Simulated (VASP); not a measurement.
# Pd (Im-3m) in VASP: a series of runs

The runs below take Pd through single point, with BLYP.

Program: VASP 6.6.1. These are calculated values, not measurements. Logs are shortened: lines on timing, memory, paths and dates and some standing lists are left out, and cuts for length are marked.

## (1) The cell of the first run

It takes space group Im-3m (No. 229, cubic). The conventional cell has a = 3.204 Å, b = 3.204 Å, c = 3.204 Å, α = 90.00°, β = 90.00°, γ = 90.00°. Within 3.7 Å of Pd (site symmetry m-3m) lie 14 Pd at 2.77 to 3.20 Å.

This isn't the form of Pd at room conditions, which is fcc.

## (2) Single point, BLYP, collinear spin

INCAR

```
AGGAC = 1.0 ; AGGAX = 1.0
ALDAC = 0.0 ; ALDAX = 1.0
ALGO = Normal ; EDIFF = 1E-6
ENCUT = 520 ; GGA = B5
ISIF = 2 ; ISMEAR = -1
ISPIN = 2 ; LASPH = True
LCHARG = True ; LELF = True
LMAXMIX = 4 ; LORBIT = 11
LREAL = False ; LVHAR = True
LWAVE = False ; MAGMOM = 0.5 -0.5
NBANDS = 21 ; NELM = 150
PREC = Accurate ; SIGMA = 0.05
```

KPOINTS

```
k-points
0
Gamma
  16 16 16
```

POSCAR

```
Pd
1.0
    3.2042064456      0.0000000000      0.0000000000
    0.0000000000      3.2042064456      0.0000000000
    0.0000000000      0.0000000000      3.2042064456
Pd
2
Direct
    0.0000000000      0.0000000000      0.0000000000
    0.5000000000      0.5000000000      0.5000000000
```

Potentials or basis: VASP PAW PBE potentials, release 64 (Pd).

Command:

```
$ cat potpaw_PBE.64/Pd/POTCAR > POTCAR
$ mpirun -np 1 vasp_std > vasp.out
```

OUTCAR:

```text
EDIFF = 1E-6
   ENCUT = 520
   GGA = B5
   ISIF = 2
   ISMEAR = -1
   ISPIN = 2
   LASPH = True
   LORBIT = 11
   LREAL = False
   NELM = 150
   PREC = Accurate

 ion  position               nearest neighbor table
   1  0.000  0.000  0.000-   2 2.77   2 2.77   2 2.77   2 2.77   2 2.77   2 2.77   2 2.77   2 2.77

   2  0.500  0.500  0.500-   1 2.77   1 2.77   1 2.77   1 2.77   1 2.77   1 2.77   1 2.77   1 2.77

  LATTYP: Found a simple cubic cell.
 ALAT       =     3.2042064456

  Lattice vectors:

 A1 = (   3.2042064456,   0.0000000000,   0.0000000000)
 A2 = (   0.0000000000,   3.2042064456,   0.0000000000)
 A3 = (   0.0000000000,   0.0000000000,   3.2042064456)

Analysis of symmetry for initial positions (statically):
=====================================================================
 Subroutine PRICEL returns following result:

  LATTYP: Found a body centered cubic cell.
 ALAT       =     3.2042064456

  Lattice vectors:

 A1 = (   1.6021032228,   1.6021032228,  -1.6021032228)
 A2 = (  -1.6021032228,   1.6021032228,   1.6021032228)
 A3 = (   1.6021032228,  -1.6021032228,   1.6021032228)

   2 primitive cells build up your supercell.

 Routine SETGRP: Setting up the symmetry group for a
 simple cubic supercell.

 Subroutine GETGRP returns: Found 48 space group operations
 (whereof 48 operations were pure point group operations)
 out of a pool of 48 trial point group operations.

The static configuration has the point symmetry O_h .

Analysis of symmetry for dynamics (positions and initial velocities):
=====================================================================
 Subroutine PRICEL returns following result:

  LATTYP: Found a body centered cubic cell.
 ALAT       =     3.2042064456

  Lattice vectors:

 A1 = (   1.6021032228,   1.6021032228,  -1.6021032228)
 A2 = (  -1.6021032228,   1.6021032228,   1.6021032228)
 A3 = (   1.6021032228,  -1.6021032228,   1.6021032228)

   2 primitive cells build up your supercell.

 Routine SETGRP: Setting up the symmetry group for a
 simple cubic supercell.

 Subroutine GETGRP returns: Found 48 space group operations
 (whereof 48 operations were pure point group operations)
 out of a pool of 48 trial point group operations.

The dynamic configuration has the point symmetry O_h .

Analysis of structural, dynamic, and magnetic symmetry:
=====================================================================
 Subroutine PRICEL returns following result:

  LATTYP: Found a body centered cubic cell.
 ALAT       =     3.2042064456

  Lattice vectors:

 A1 = (   1.6021032228,   1.6021032228,  -1.6021032228)
 A2 = (  -1.6021032228,   1.6021032228,   1.6021032228)
 A3 = (   1.6021032228,  -1.6021032228,   1.6021032228)

   2 primitive cells build up your supercell.

 Routine SETGRP: Setting up the symmetry group for a
 simple cubic supercell.

 Subroutine GETGRP returns: Found 48 space group operations
 (whereof 48 operations were pure point group operations)
 out of a pool of 48 trial point group operations.

The overall configuration has the point symmetry O_h .

 Subroutine INISYM returns: Found 48 space group operations
 (whereof 48 operations are pure point group operations),
 and found     2 'primitive' translations

----------------------------------------------------------------------------------------

                                     Primitive cell

  volume of cell :      16.4487

  direct lattice vectors                    reciprocal lattice vectors
     1.602103223  1.602103223 -1.602103223     0.312089754  0.312089754  0.000000000
    -1.602103223  1.602103223  1.602103223     0.000000000  0.312089754  0.312089754
     1.602103223 -1.602103223  1.602103223     0.312089754  0.000000000  0.312089754

  length of vectors
     2.774924181  2.774924181  2.774924181     0.441361562  0.441361562  0.441361562

  position of ions in fractional coordinates (direct lattice)
     0.000000000  0.000000000  0.000000000

  ion indices of the primitive-cell ions
   primitive index   ion index
                 1           1

----------------------------------------------------------------------------------------

 KPOINTS: k-points

Automatic generation of k-mesh.
 Grid dimensions read from file:
 generate k-points for:   16   16   16

 Generating k-lattice:

  Cartesian coordinates                     Fractional coordinates (reciprocal lattice)
     0.019505610  0.000000000  0.000000000     0.062500000  0.000000000  0.000000000
     0.000000000  0.019505610  0.000000000     0.000000000  0.062500000  0.000000000
     0.000000000  0.000000000  0.019505610     0.000000000  0.000000000  0.062500000

  Length of vectors
     0.019505610  0.019505610  0.019505610

  Shift w.r.t. Gamma in fractional coordinates (k-lattice)
     0.000000000  0.000000000  0.000000000

 Subroutine IBZKPT returns following result:
 ===========================================

 Found    165 irreducible k-points:

 Following reciprocal coordinates:
            Coordinates               Weight
  0.000000  0.000000  0.000000      1.000000
  0.062500  0.000000  0.000000      6.000000
  0.125000  0.000000  0.000000      6.000000
  0.187500  0.000000  0.000000      6.000000
  0.250000  0.000000  0.000000      6.000000
  0.312500  0.000000  0.000000      6.000000
[... 16 lines left out ...]
  0.437500  0.125000  0.000000     24.000000
  0.500000  0.125000  0.000000     12.000000
 [... further k-points ...]
   k-points           NKPTS =    165   k-points in BZ     NKDIM =    165   number of bands    NBANDS=     21
   number of dos      NEDOS =    301   number of ions     NIONS =      2
   total plane-waves  NPLWV =  13824
   dimension x,y,z NGX =    24 NGY =   24 NGZ =   24
   dimension x,y,z NGXF=    48 NGYF=   48 NGZF=   48
   ions per type =               2
   NGX,Y,Z   is equivalent  to a cutoff of  12.45, 12.45, 12.45 a.u.
   NGXF,Y,Z  is equivalent  to a cutoff of  24.90, 24.90, 24.90 a.u.
 SYSTEM =  unknown system
   PREC   = accura    normal or accurate (medium, high low for compatibility)
   ISTART =      0    job   : 0-new  1-cont  2-samecut
   ICHARG =      2    charge: 1-file 2-atom 10-const
   ISPIN  =      2    spin polarized calculation?
   LNONCOLLINEAR =      F non collinear calculations
   LSORBIT =      F    spin-orbit coupling
   LASPH  =      T    aspherical Exc in radial PAW
   ENCUT  =  520.0 eV  38.22 Ry    6.18 a.u.   5.96  5.96  5.96*2*pi/ulx,y,z
   NELM   =    150;   NELMIN=  2; NELMDL= -5     # of ELM steps
   EDIFF  = 0.1E-05   stopping-criterion for ELM
   LREAL  =      F    real-space projection
   EDIFFG = 0.1E-04   stopping-criterion for IOM
   NSW    =      0    number of steps for IOM
   IBRION =     -1    ionic relax: 0-MD 1-quasi-New 2-CG
   NFREE  =      0    steps in history (QN), initial steepest desc. (CG)
   ISIF   =      2    stress and relaxation
   ISYM   =      2    0-nonsym 1-usesym 2-fastsym
   POTIM  = 0.5000    time-step for ionic-motion
   TEBEG  =    0.0;   TEEND  =   0.0 temperature during run
   PSTRESS=    0.0 pullay stress
   NELECT =      20.0000    total number of electrons
   NUPDOWN=      -1.0000    fix difference up-down
   EMIN   =  10.00;   EMAX   =-10.00  energy-range for DOS
   EFERMI =   0.00;   METHOD = LEGACY
   ISMEAR =    -1;   SIGMA  =   0.05  broadening in eV -4-tet -1-fermi 0-gaus
   EFERMI_NEDOS =   21; number of points for ismear=-14 and -15
   IALGO  =     38    algorithm
   IMIX   =      4    mixing-type and parameters
     AMIX     =   0.40;   BMIX     =  1.00
     AMIX_MAG =   1.60;   BMIX_MAG =  1.00
  volume/ion in A,a.u.               =      16.45       111.00
  Fermi-wavevector in a.u.,A,eV,Ry     =   1.386855  2.620776 26.168988  1.923366
  Thomas-Fermi vector in A             =   2.511131
   LORBIT       =     11    0 simple, 1 ext, 2 COOP (PROOUT), +10 PAW based schemes
   GGA     = B5    functional components
   LHFCALC =     F    Hartree Fock is set to
   AEXX    =    0.0000 exact exchange contribution
   IVDW    =     0    specifies the selected vdW correction
   LEPSILON=     F    determine dielectric tensor
   LRPA    =     F    only Hartree local field effects (RPA)
 spin polarized calculation
  energy-cutoff  :      520.00
  volume of cell :       32.90
 maximum number of plane-waves:       912
 NGX is ok and might be reduce to    24
   NGX = 11   NGY = 11   NGZ = 11

 number of electron      19.9999979 magnetization      -0.0000000

 number of electron      19.9999979 magnetization       0.0000000

 Free energy of the ion-electron system (eV)
  ---------------------------------------------------
  ext. energy  EPLUGINS =         0.00000000
  ---------------------------------------------------
  free energy    TOTEN  =        -8.70803779 eV

  energy without entropy =       -8.68535926  energy(sigma->0) =       -8.69669852

 E-fermi :   8.5639     XC(G=0): -11.8961

 val. band max:        8.5577880931   @ k =   0.4375   0.2500   0.0625
 cond. band min:       8.5653970723   @ k =   0.2500   0.1875   0.1250
 fundamental gap:      0.0076089792
 Fermi energy:         8.5639442904

 spin component 1

 k-point     1 :       0.0000    0.0000    0.0000
  band No.  band energies     occupation
      1       2.3700      1.00000
      2       4.1875      1.00000
      3       4.1875      1.00000
      4       6.0421      1.00000
      5       6.0421      1.00000
      6       6.0421      1.00000
[... 550 lines left out ...]
      5       6.1432      1.00000
      6       6.1432      1.00000
[... 13 lines left out ...]
     20      28.0605      0.00000
     21      34.5268      0.00000

 [... further k-points ...]

 spin component 2

 k-point     1 :       0.0000    0.0000    0.0000
  band No.  band energies     occupation
      1       2.3700      1.00000
      2       4.1875      1.00000
      3       4.1875      1.00000
      4       6.0421      1.00000
      5       6.0421      1.00000
      6       6.0421      1.00000
[... 550 lines left out ...]
      5       6.1432      1.00000
      6       6.1432      1.00000
[... 13 lines left out ...]
     20      28.0605      0.00000
     21      34.5267      0.00000

 [... further k-points ...]

------------------------ aborting loop because EDIFF is reached ----------------------------------------

  FORCE on cell =-STRESS in cart. coord.  units (eV):
  Direction    XX          YY          ZZ          XY          YZ          ZX
  --------------------------------------------------------------------------------------
  -------------------------------------------------------------------------------------
  Total        0.0788810      0.0788810      0.0788810      0.0000000      0.0000000     -0.0000000
  in kB        3.8416815      3.8416815      3.8416815      0.0000000      0.0000000     -0.0000000
  external PRESSURE =       3.8416815 kB  Pullay stress =       0.0000000 kB

 VOLUME and BASIS-vectors are now :
 -----------------------------------------------------------------------------
  energy-cutoff  :      520.00
  volume of cell :       32.90
      direct lattice vectors                 reciprocal lattice vectors
     3.204206446  0.000000000  0.000000000     0.312089754  0.000000000  0.000000000
     0.000000000  3.204206446  0.000000000     0.000000000  0.312089754  0.000000000
     0.000000000  0.000000000  3.204206446     0.000000000  0.000000000  0.312089754

 POSITION                                       TOTAL-FORCE (eV/Angst)
 -----------------------------------------------------------------------------------
      0.00000      0.00000      0.00000        -0.000000     -0.000000      0.000000
      1.60210      1.60210      1.60210         0.000000      0.000000     -0.000000
 -----------------------------------------------------------------------------------
    total drift:                                0.000000      0.000000     -0.000000

  FREE ENERGIE OF THE ION-ELECTRON SYSTEM (eV)
  ---------------------------------------------------
  free  energy   TOTEN  =        -8.7080377865 eV

  energy  without entropy=       -8.6853592596  energy(sigma->0) =       -8.69669852

 total charge

# of ion       s       p       d       tot
------------------------------------------
    1        0.427   0.352   8.510   9.289
    2        0.427   0.352   8.510   9.289
--------------------------------------------------
tot          0.855   0.703  17.021  18.579

 magnetization (x)

# of ion       s       p       d       tot
------------------------------------------
    1        0.000   0.000  -0.000  -0.000
    2       -0.000  -0.000   0.000   0.000
--------------------------------------------------
tot          0.000   0.000   0.000   0.000
```

It took 46 s on 1 thread of Intel Xeon 6975P-C (Granite Rapids), shared host; peak memory 0.26 GiB.

Results:

```
Free energy                                           : -8.7080 eV
Pressure                                              : 0.4 GPa
Band gap on the k mesh                                : zero (filled and empty bands overlap)
Net moment                                            : 0.00 μB per cell
Valence electrons inside the program's atomic spheres : Pd 9.29
```

Caveat: the PAW data sets were made with another functional, which shifts forces and pressure a little.

## (3) Single point, BLYP, collinear spin (17.11 Å³/atom)

This run uses another cell than the first one, of 17.11 Å³/atom.

INCAR

```
PREC     = Accurate       # precision mode
ENCUT    = 520            # plane-wave cutoff, eV
EDIFF    = 1E-7           # SCF threshold, eV
ISMEAR   = -1             # smearing method
SIGMA    = 0.05           # smearing width, eV
LREAL    = F              # projectors in reciprocal space
LASPH    = T              # aspherical terms in the spheres
NELM     = 150            # most SCF steps
ALGO     = Normal         # electronic algorithm
ISIF     = 2              # what is computed and relaxed
LWAVE    = F              # write WAVECAR
LCHARG   = F              # write CHGCAR
ISPIN    = 2              # spin polarisation
MAGMOM   = 0.5 -0.5       # initial moments
LORBIT   = 11             # projections on sites
LMAXMIX  = 4              # l up to which the mixer works
GGA      = B5             # functional
ALDAX    = 1.0          
AGGAX    = 1.0          
AGGAC    = 1.0          
ALDAC    = 0.0          
NBANDS   = 21             # bands
```

KPOINTS

```
regular mesh
0
Gamma
  16 16 16
```

POSCAR

```
Pd
1.0
    3.2463718921      0.0000000000      0.0000000000
    0.0000000000      3.2463718921      0.0000000000
    0.0000000000      0.0000000000      3.2463718921
Pd
2
Direct
    0.0000000000      0.0000000000      0.0000000000
    0.5000000000      0.5000000000      0.5000000000
```

Potentials or basis: VASP PAW PBE potentials, release 64 (Pd).

Command:

```
$ cat potpaw_PBE.64/Pd/POTCAR > POTCAR
$ mpirun -np 1 vasp_std > vasp.out
```

Wall time 57 s (1 thread of Intel Xeon 6975P-C (Granite Rapids), shared host); peak memory 0.27 GiB.

The run converged. Its results:

```
Free energy                                           : -8.6918 eV
Pressure                                              : -4.3 GPa
Band gap on the k mesh                                : zero (filled and empty bands overlap)
Net moment                                            : 0.00 μB per cell
Valence electrons inside the program's atomic spheres : Pd 9.23
```

Levels at points of the mesh, in eV from the Fermi level:
Spin up:
```tsv
k point	band 7	band 8	band 9	band 10	band 11	band 12	band 13	band 14
(0.00, 0.00, 0.00)	-0.78	-0.78	0.15	0.15	0.15	8.79	8.79	8.79
(0.50, 0.00, 0.00)	-1.83	-1.83	-1.19	-1.19	0.66	0.66	15.47	15.47
(0.50, 0.50, 0.00)	-0.61	-0.61	0.45	0.45	1.88	1.88	6.81	6.81
(0.50, 0.50, 0.50)	-0.58	-0.58	-0.58	-0.58	7.74	7.74	8.87	8.87
```
Spin down:
| k point | band 7 | band 8 | band 9 | band 10 | band 11 | band 12 | band 13 | band 14 |
| --- | --- | --- | --- | --- | --- | --- | --- | --- |
| (0.00, 0.00, 0.00) | -0.78 | -0.78 | 0.15 | 0.15 | 0.15 | 8.79 | 8.79 | 8.79 |
| (0.50, 0.00, 0.00) | -1.83 | -1.83 | -1.19 | -1.19 | 0.66 | 0.66 | 15.47 | 15.47 |
| (0.50, 0.50, 0.00) | -0.61 | -0.61 | 0.45 | 0.45 | 1.88 | 1.88 | 6.81 | 6.81 |
| (0.50, 0.50, 0.50) | -0.58 | -0.58 | -0.58 | -0.58 | 7.74 | 7.74 | 8.87 | 8.87 |

Caveat: the cell stands under tension; the PAW data sets were made with another functional, which shifts forces and pressure a little.

## (4) Single point, BLYP, collinear spin (17.76 Å³/atom)

This run uses another cell than the first one, of 17.76 Å³/atom.

INCAR

```
  AGGAC = 1.0
  AGGAX = 1.0
  ALDAC = 0.0
  ALDAX = 1.0
  ALGO = Normal
  EDIFF = 1E-6
  ENCUT = 520
  GGA = B5
  ISIF = 2
  ISMEAR = -1
  ISPIN = 2
  LASPH = True
  LCHARG = False
  LMAXMIX = 4
  LORBIT = 11
  LREAL = False
  LWAVE = False
  MAGMOM = 0.5 -0.5
  NBANDS = 21
  NELM = 150
  PREC = Accurate
  SIGMA = 0.05
```

KPOINTS

```
k-points
0
Gamma
  16 16 16
```

POSCAR

```
Pd
1.0
    3.2874695700      0.0000000000      0.0000000000
    0.0000000000      3.2874695700      0.0000000000
    0.0000000000      0.0000000000      3.2874695700
Pd
2
Direct
    0.0000000000      0.0000000000      0.0000000000
    0.5000000000      0.5000000000      0.5000000000
```

Command:

```
$ cat potpaw_PBE.64/Pd/POTCAR > POTCAR
$ mpirun -np 1 vasp_std > vasp.out
```

Run time: 46 s. Hardware: 1 thread of Intel Xeon 6975P-C (Granite Rapids), shared host; peak memory 0.27 GiB.

It converged, with:

```yaml
Free_energy: -8.6419 eV
Pressure: -7.9 GPa
Band_gap_on_the_k_mesh: zero (filled and empty bands overlap)
Net_moment: 0.00 μB per cell
Valence_electrons_inside_the_program's_atomic_spheres: Pd 9.18
```

Levels at points of the mesh, in eV from the Fermi level:
Spin up:
```tsv
k point	band 8	band 9	band 10	band 11	band 12	band 13
(0.00, 0.00, 0.00)	-0.73	0.14	0.14	0.14	8.65	8.65
(0.50, 0.00, 0.00)	-1.72	-1.12	-1.12	0.64	0.64	15.07
(0.50, 0.50, 0.00)	-0.58	0.42	0.42	1.94	1.94	6.54
(0.50, 0.50, 0.50)	-0.55	-0.55	-0.55	7.48	7.48	8.67
```
Spin down:
```csv
k point,band 6,band 7,band 8,band 9,band 10,band 11,band 12,band 13,band 14,band 15
"(0.00, 0.00, 0.00)",-2.24,-0.73,-0.73,0.14,0.14,0.14,8.65,8.65,8.65,14.60
"(0.50, 0.00, 0.00)",-1.72,-1.72,-1.72,-1.12,-1.12,0.64,0.64,15.07,15.07,15.07
"(0.50, 0.50, 0.00)",-0.80,-0.58,-0.58,0.42,0.42,1.94,1.94,6.54,6.54,14.80
"(0.50, 0.50, 0.50)",-2.64,-0.55,-0.55,-0.55,-0.55,7.48,7.48,8.67,8.67,8.67
```

Caveat: the cell stands under tension; the PAW data sets were made with another functional, which shifts forces and pressure a little.

## (5) Overview

```csv
cell,gap on the mesh (eV),pressure (GPa),moment (μB)
"a = 3.204 Å, 2 atoms",none,0.4,0.00
"a = 3.246 Å, 2 atoms",none,-4.3,0.00
"a = 3.287 Å, 2 atoms",none,-7.9,0.00
```

Alike in all rows: task single point; level BLYP; potentials or basis VASP PAW PBE potentials, release 64 (Pd); spin collinear; k mesh 16 × 16 × 16; cutoff (eV) 520; smearing fermi-dirac 0.05 eV.

Caveats: the PAW data sets were made with another functional, which shifts forces and pressure a little; the cell stands under tension (at least some runs).

Absolute energies hang on the potentials; compare differences alone.
